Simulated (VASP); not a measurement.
Write the native input for VASP 6.6.1 that does the following.

| Item | Value |
| --- | --- |
| Task | relaxation of cell and atoms |
| Functional | PBE |
| Potentials or basis | VASP PAW PBE potentials, release 64 (Zr_sv, Ge_d, Pd) |
| Cutoff | 600 eV |
| k mesh | 4 × 4 × 3 |
| Occupations | gaussian, width 0.2 eV |
| Spin | no spin polarisation |
| Dipole correction | no |
| Further INCAR settings | ALGO = Normal; EDIFF = 1e-06; IBRION = 2; EDIFFG = -0.08; NSW = 36; ISIF = 3 |

The structure of ZrGe2Pd3 lies in POSCAR:

```
ZrGe2Pd3
1.0
    4.1941948500      0.0000000000      0.0000000000
    0.0000000000      4.1941948500      0.0000000000
    0.0000000000      0.0000000000      6.4761983700
Zr Ge Pd
1 2 3
Direct
    0.0000000000      0.0000000000      0.8212696000
    0.5000000000      0.5000000000      0.2148282200
    0.5000000000      0.5000000000      0.9269187800
    0.5000000000      0.0000000000      0.3952796500
    0.0000000000      0.5000000000      0.3952796500
    0.5000000000      0.5000000000      0.5173349700
```

The cell was built from a structure type or drawn by symmetry, and may not be a known phase.

One way to write it, as run:

INCAR

```
SYSTEM = ZrGe2Pd3
  PREC = Accurate
  ENCUT = 600
  EDIFF = 1E-6
  ISMEAR = 0
  SIGMA = 0.2
  LREAL = .FALSE.
  LASPH = .TRUE.
  NELM = 60
  ALGO = Normal
  ISIF = 3
  LWAVE = .FALSE.
  LCHARG = .FALSE.
  GGA = PE
  IBRION = 2
  NSW = 36
  EDIFFG = -0.08
```

KPOINTS

```
regular mesh
0
G
  4 4 3
  0 0 0
```

Potentials or basis: VASP PAW PBE potentials, release 64 (Zr_sv, Ge_d, Pd).

The run is started by

```bash
$ cat potpaw_PBE.64/Zr_sv/POTCAR potpaw_PBE.64/Ge_d/POTCAR potpaw_PBE.64/Pd/POTCAR > POTCAR
$ mpirun -np 1 vasp_std > vasp.out
```

It gave:

* Relaxed volume: 20.27 Å³/atom
* Relaxed cell: a = 3.797 Å, b = 3.797 Å, c = 8.440 Å, α = 90.00°, β = 90.00°, γ = 90.00°
* Space group after relaxing (to 0.1 Å): P4mm (No. 99)
* Pressure after relaxing: -0.1 GPa
* Largest force after relaxing: 0.041 eV/Å
* Band gap on the k mesh: zero (bands 35 and 36 overlap by 0.89 eV)

Caveat: the k points lie up to 0.41 Å⁻¹ apart in the final cell, too coarse for converged energies and pressures of a metal; a cell axis changed by over 15 % at a fixed basis, so the end point is rough; the relaxation stopped at a loose force limit of 0.08 eV/Å, so its end isn't a converged minimum.

Wall time 13 min on 1 thread of Intel(R) Xeon(R) 6975P-C (Granite Rapids), with other jobs on the host, peak memory 0.3 GiB.
